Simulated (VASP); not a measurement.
Write the native input for VASP 6.6.1 that does the following.

- Task: single point
- Functional: PBE
- Potentials or basis: VASP PAW PBE potentials, release 64 (Mg, C)
- Cutoff: 520 eV
- k mesh: 6 × 6 × 4
- Occupations: gaussian, width 0.1 eV
- Spin: no spin polarisation
- Dipole correction: no
- Further INCAR settings: ALGO = Normal; EDIFF = 1e-06; NBANDS = 12

The structure of MgC2 lies in POSCAR:

```
MgC2
1.0
    3.0864490900      0.0000000000      0.0000000000
   -1.5432245500      2.6729433200      0.0000000000
    0.0000000000      0.0000000000      5.5852701000
Mg C
1 2
Direct
    0.0000000000      0.0000000000      0.5000000000
    0.0000000000      0.0000000000      0.1655322000
    0.0000000000      0.0000000000      0.8344678000
```

One way to write it, as run:

INCAR

```
ALGO     = Normal         # electronic algorithm
EDIFF    = 1E-6           # SCF threshold, eV
ENCUT    = 520            # plane-wave cutoff, eV
GGA      = PE             # functional
ISIF     = 2              # what is computed and relaxed
ISMEAR   = 0              # smearing method
LASPH    = T              # aspherical terms in the spheres
LCHARG   = F              # write CHGCAR
LREAL    = F              # projectors in reciprocal space
LWAVE    = F              # write WAVECAR
NBANDS   = 12             # bands
NELM     = 100            # most SCF steps
PREC     = Accurate       # precision mode
SIGMA    = 0.1            # smearing width, eV
```

KPOINTS

```
k-points
0
Gamma
  6 6 4
```

Potentials or basis: VASP PAW PBE potentials, release 64 (Mg, C).

The run is started by

```bash
$ cat potpaw_PBE.64/Mg/POTCAR potpaw_PBE.64/C/POTCAR > POTCAR
$ mpirun -np 1 vasp_std > vasp.out
```

Results of the run:

* Pressure: -3.3 GPa
* Largest force: 8.293 eV/Å
* Band gap on the k mesh: zero (band 5 reaches 2.83 eV, above the bottom of band 6 at 0.93 eV)

Caveat: the k points lie up to 0.39 Å⁻¹ apart; forces of over 1 eV/Å act on the atoms, so gaps and moduli don't describe the material at rest.

Wall time 8.6 s on 1 thread of Intel Xeon 6975P-C, with other jobs on the host, peak memory 0.16 GiB.
